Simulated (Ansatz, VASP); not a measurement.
## Two plane-wave programs on MgB2

```xyz
3
Lattice="3.0645 0.0000 0.0000 -1.5323 2.6539 0.0000 0.0000 0.0000 3.4966" Properties=species:S:1:pos:R:3 pbc="T T T"
Mg    0.0000    0.0000    0.0000
B     0.0000    1.7693    1.7483
B     1.5323    0.8846    1.7483
```

Alike in both runs: functional PBEsol; k mesh 16 × 16 × 12; occupations fermi-dirac, width 0.1 eV; no spin polarisation.

Ansatz relaxed the structure, and its values are those at the end. VASP's run is a single point on that final structure, the one shown.

```csv
,VASP,Ansatz
version,VASP 6.6.1,Ansatz 0.2.0
potentials or method,"VASP PAW PBE potentials, release 64 (Mg, B)","PAW with Ansatz's default frozen-core files, scalar-relativistic"
plane-wave cutoff (eV),520,420
valence electrons in the cell,8,16
```

|  | VASP | Ansatz | Ansatz less VASP |
| --- | --- | --- | --- |
| pressure (GPa) | 0.0 | 0.0 | +0.01 |

VASP's potentials were made for PBE, not for PBEsol. VASP's potentials hold 8 valence electrons a cell and Ansatz's 16, so a difference there can come from the potentials and not from the codes.
